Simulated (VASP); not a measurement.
A run of VASP 6.6.1 is set up as follows.

INCAR

```
SYSTEM = Sn
PREC = Accurate
ENCUT = 500
EDIFF = 1E-6
ISMEAR = -1
SIGMA = 0.1
LREAL = .False.
LASPH = .True.
NELM = 120
ALGO = Normal
ISIF = 2
LWAVE = .False.
LCHARG = .False.
GGA = PS
NBANDS = 13
GGA_COMPAT = .False.
```

Contents of KPOINTS:

```
regular mesh
0
Gamma
  5 5 5
  0 0 0
```

Contents of POSCAR:

```
Sn
1.0
   -1.8946520000      1.8946520000      1.8946520000
    1.8946520000     -1.8946520000      1.8946520000
    1.8946520000      1.8946520000     -1.8946520000
Sn
1
Direct
    0.0000000000      0.0000000000      0.0000000000
```

Potentials or basis: VASP PAW PBE potentials, release 64 (Sn_d).

Launch:

```bash
$ cat potpaw_PBE.64/Sn_d/POTCAR > POTCAR
$ mpirun -np 1 vasp_std > vasp.out
```

Task: Predict the pressure.

Result: 0.6 GPa.

Task: Predict the band gap on the k mesh.

Result: Zero (band 7 reaches 15.87 eV, above the bottom of band 8 at 5.93 eV).

Caveat: the k points lie up to 0.47 Å⁻¹ apart; the PAW data sets were made with another functional, which shifts forces and pressure a little; spin-orbit coupling is left out, which moves the levels of the heavy elements.
